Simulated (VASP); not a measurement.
A run of VASP 6.6.1 is set up as follows.

File INCAR:

```
PREC = Accurate
ENCUT = 520
EDIFF = 1E-6
ISMEAR = 0
SIGMA = 0.1
LREAL = False
LASPH = True
NELM = 80
ALGO = Normal
ISIF = 2
LWAVE = False
LCHARG = True
LDIPOL = True
IDIPOL = 3
DIPOL = 0.5 0.5 0.500
GGA = PE
LELF = True
LVHAR = True
LVACPOTAV = True
NBANDS = 50
```

Contents of KPOINTS:

```
regular mesh
0
Gamma
  9 9 1
```

The input POSCAR:

```
TaSi2
1.0
    4.8057072837      0.0000000000      0.0000000000
   -2.4028536419      4.1618645909      0.0000000000
    0.0000000000      0.0000000000     21.5973471112
Ta Si
4 8
Direct
    0.5000000000      0.5000000000      0.3498698670
    0.0000000000      0.5000000000      0.4505516072
    0.5000000000      0.0000000000      0.5494483920
    0.5000000000      0.5000000000      0.6501301341
    0.1721335790      0.8268777071      0.3434709817
    0.8278664210      0.1731222929      0.3434709817
    0.6836106249      0.8378281963      0.4480235375
    0.3163893751      0.1621718037      0.4480235375
    0.8378281807      0.6836106214      0.5519764621
    0.1621718193      0.3163893786      0.5519764621
    0.1731222665      0.8278663936      0.6565290186
    0.8268777335      0.1721336064      0.6565290186
```

Potentials or basis: VASP PAW PBE potentials, release 64 (Ta_pv, Si).

The run is started by

```bash
$ cat potpaw_PBE.64/Ta_pv/POTCAR potpaw_PBE.64/Si/POTCAR > POTCAR
$ mpirun -np 1 vasp_std > vasp.out
```

(1) What does it give for the largest force?

(2) What does it give for the band gap on the k mesh?

## Answers

(1) 0.014 eV/Å.

(2) zero (bands 38 and 39 overlap by 0.46 eV).

Caveat: spin-orbit coupling is left out, which moves the levels of the heavy elements.
